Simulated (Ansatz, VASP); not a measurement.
Given: the input of a run of VASP 6.6.1 on Os.

File POSCAR:

```
Os
1.0
    2.7877234178      0.0000000000      0.0000000000
   -1.3938617089      2.4142392985      0.0000000000
    0.0000000000      0.0000000000      4.4044215090
Os
2
Direct
    0.6666666667      0.3333333333      0.7500000000
    0.3333333333      0.6666666667      0.2500000000
```

The input INCAR.step1:

```
  PREC = Accurate
  ENCUT = 520
  EDIFF = 1E-5
  ISMEAR = -1
  SIGMA = 0.05
  LREAL = False
  LASPH = True
  NELM = 100
  ALGO = Normal
  ISIF = 2
  LWAVE = True
  GGA = PE
  NBANDS = 15
```

INCAR.step2

```
  PREC = Accurate
  ENCUT = 520
  EDIFF = 1E-6
  ISMEAR = -1
  SIGMA = 0.05
  LREAL = False
  LASPH = True
  NELM = 100
  ALGO = Normal
  ISIF = 2
  LWAVE = False
  LCHARG = True
  GGA = PE
  LHFCALC = True
  AEXX = 0.25
  HFSCREEN = 0.3
  PRECFOCK = Normal
  LELF = True
  LVHAR = True
  ISTART = 1
  NBANDS = 15
```

The input KPOINTS:

```
regular mesh
0
Gamma
  6 6 3
```

Potentials or basis: VASP PAW PBE potentials, release 64 (Os).

The run is started by

```bash
$ cat potpaw_PBE.64/Os/POTCAR > POTCAR
$ cp INCAR.step1 INCAR
$ mpirun -np 1 vasp_std > vasp.out
$ cp INCAR.step2 INCAR
$ mpirun -np 1 vasp_std > vasp.out
```

Task: Translate it to Ansatz 0.2.0. Potentials there: Ansatz PAW.

Result: As run (the cutoff follows the program's own potentials):

The input input.yaml:

```yaml
crystal:
  lattice:
    - [2.7877234178, 0.0, 0.0]
    - [-1.3938617089, 2.4142392985, 0.0]
    - [0.0, 0.0, 4.404421509]
  atoms:
    - { symbol: Os, position: [0.6666666667, 0.3333333333, 0.75] }
    - { symbol: Os, position: [0.3333333333, 0.6666666667, 0.25] }
hamiltonian:
  xc: { exchange: pbe, correlation: pbe, exx: { coeff: 0.25, omega: 0.3 } }
  pseudopotentials: { kind: paw }
kpoints:
  mp_grid: { grid: [6, 6, 3] }
scf:
  occupations: { method: fermi_dirac, width: 0.05 }
output:
  forces: true
  stress: true
  eigenvalues: true
```

Potentials or basis: Ansatz PAW.

Launch:

```console
$ ansatz run input.yaml --threads 2 --pin off --max-ram 5632MiB --backend cpu --events-out ev --progress --plain --runs-dir out
```

Both were run:

|  | VASP | Ansatz | Ansatz less VASP |
| --- | --- | --- | --- |
| gap on the k mesh at the Fermi level (eV) | none | none | - |
| pressure (GPa) | -24.5 | -25.4 | -0.88 |
| traceless stress, the component that is largest in VASP (GPa) | -3.37 | -3.61 | -0.238 |

VASP's potentials were made for PBE, not for PBE-based screened hybrid. A gap of «none» marks a metal or a gap that the smearing closes. The functional is the same, so the differences come from potentials, cutoffs and numerics. VASP's potentials hold 16 valence electrons a cell and Ansatz's 32, so a difference there can come from the potentials and not from the codes.

The k mesh is coarse, so the values compare programs but aren't converged. Spin-orbit coupling is off throughout.
